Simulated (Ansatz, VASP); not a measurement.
**Pt: VASP beside Ansatz**

```
Pt
1.0
     0.00000    1.95550    1.95550
     1.95550    0.00000    1.95550
     1.95550    1.95550    0.00000
Pt
1
Cartesian
  0.0000 0.0000 0.0000
```

Alike in both runs: task single point; functional r2SCAN; k mesh 12 × 12 × 12; occupations fermi-dirac, width 0.1 eV; no spin polarisation.

|  | VASP | Ansatz |
| --- | --- | --- |
| version | VASP 6.6.1 | Ansatz 0.2.0 |
| potentials or method | VASP PAW PBE potentials, release 64 (Pt), cutoff 550 eV | PAW, plane waves, scalar-relativistic |
| valence electrons in the cell | 10 | 18 |

```tsv
	VASP	Ansatz	Ansatz less VASP
pressure (GPa)	7.7	6.8	-0.86
```

VASP's potentials were made for PBE, not for r2SCAN. With one functional, cell and mesh, what is left measures potentials, basis and numerics. VASP's potentials hold 10 valence electrons a cell and Ansatz's 18, so a difference there can come from the potentials and not from the codes.

Neither program's run includes spin-orbit coupling.
